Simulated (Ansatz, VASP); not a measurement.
# W in VASP and in Ansatz

```xyz
1
Lattice="0.0000 1.9886 1.9886 1.9886 0.0000 1.9886 1.9886 1.9886 0.0000" Properties=species:S:1:pos:R:3 pbc="T T T"
W     0.0000    0.0000    0.0000
```

Change from the starting cell: volume scaled by 0.94.

Alike in both runs: task single point; functional LDA; k mesh 14 × 14 × 14; occupations fermi-dirac, width 0.05 eV; no spin polarisation.

|  | VASP | Ansatz |
| --- | --- | --- |
| version | VASP 6.6.1 | Ansatz 0.2.0 |
| potentials or method | VASP PAW LDA potentials, release 64 (W_sv), cutoff 520 eV | all-electron LAPW, scalar-relativistic |

```tsv
	VASP	Ansatz	Ansatz less VASP
pressure (GPa)	1.0	-0.8	-1.82
```

LDA's correlation is that of Perdew and Zunger in VASP and of Perdew and Wang (1992) in Ansatz. Ansatz ran all-electron here, and VASP with PAW potentials.

Neither program's run includes spin-orbit coupling.
